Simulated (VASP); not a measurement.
Set up this calculation in VASP 6.6.1, as the native input.

| Item | Value |
| --- | --- |
| Task | single point |
| Functional | PBE |
| Potentials or basis | VASP PAW PBE potentials, release 64 (Nb_sv) |
| Cutoff | 520 eV |
| k mesh | 9 × 9 × 13 |
| Occupations | fermi-dirac, width 0.08 eV |
| Spin | no spin polarisation |
| Dipole correction | no |
| Further INCAR settings | ALGO = Normal; EDIFF = 1e-06; NBANDS = 26 |

The structure of Nb lies in POSCAR:

```
Nb
1.0
    0.0000000000      3.3116138629     -3.3116138629
   -3.3116138629      0.0000000000      3.3116138629
    1.6558069314      1.6558069314      1.6558069314
Nb
3
Direct
    0.0000000000      0.0000000000      0.0000000000
    0.3333333330      0.6666666670      0.3333333330
    0.6666666670      0.3333333330      0.6666666670
```

One way to write it, as run:

INCAR

```
  PREC = Accurate
  ENCUT = 520
  EDIFF = 1E-6
  ISMEAR = -1
  SIGMA = 0.08
  LREAL = F
  LASPH = T
  NELM = 60
  ALGO = Normal
  ISIF = 2
  LWAVE = F
  LCHARG = F
  GGA = PE
  NBANDS = 26
```

KPOINTS

```
Automatic mesh
0
Gamma
  9 9 13
```

Potentials or basis: VASP PAW PBE potentials, release 64 (Nb_sv).

Run with:

```sh
$ cat potpaw_PBE.64/Nb_sv/POTCAR > POTCAR
$ mpirun -np 1 vasp_std > vasp.out
```

It gave:

```
Pressure : -0.5 GPa
```

Run time: 59 s on 1 thread of Intel(R) Xeon(R) 6975P-C (Granite Rapids) (shared host), peak memory 0.27 GiB.
